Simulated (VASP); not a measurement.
Runs of VASP 6.6.1 on TePb. The structure is that of space group Fm-3m (No. 225), or close to it. The cells are those of the table. 

```csv
level,cell,gap on the mesh (eV),pressure (GPa)
PBE,"a = 4.552 Å, angles 60.0°, 2 atoms",0.71,(b)
PBE,"a = 4.600 Å, angles 60.0°, 2 atoms",0.78,1.1
r2SCAN,"a = 4.667 Å, angles 60.0°, 2 atoms",1.15,-1.2
PBE,"a = 4.647 Å, angles 60.0°, 2 atoms",(a),-0.1
PBE,"a = 4.738 Å, angles 60.0°, 2 atoms",0.93,-2.0
```

Alike in all rows: task single point; potentials or basis VASP PAW PBE potentials, release 64 (Te, Pb_d); no spin polarisation; k mesh 6 × 6 × 6; cutoff (eV) 520; smearing gaussian 0.01 eV.

Question: Fill in the values left out.

Answer: (a) 0.83; (b) 2.6.

Caveats: spin-orbit coupling is left out, which moves the levels of the heavy elements; the PAW data sets were made with another functional, which shifts forces and pressure a little (some runs).

A k mesh can miss the band edges, and the runs leave out spin-orbit coupling on Pb, Te.
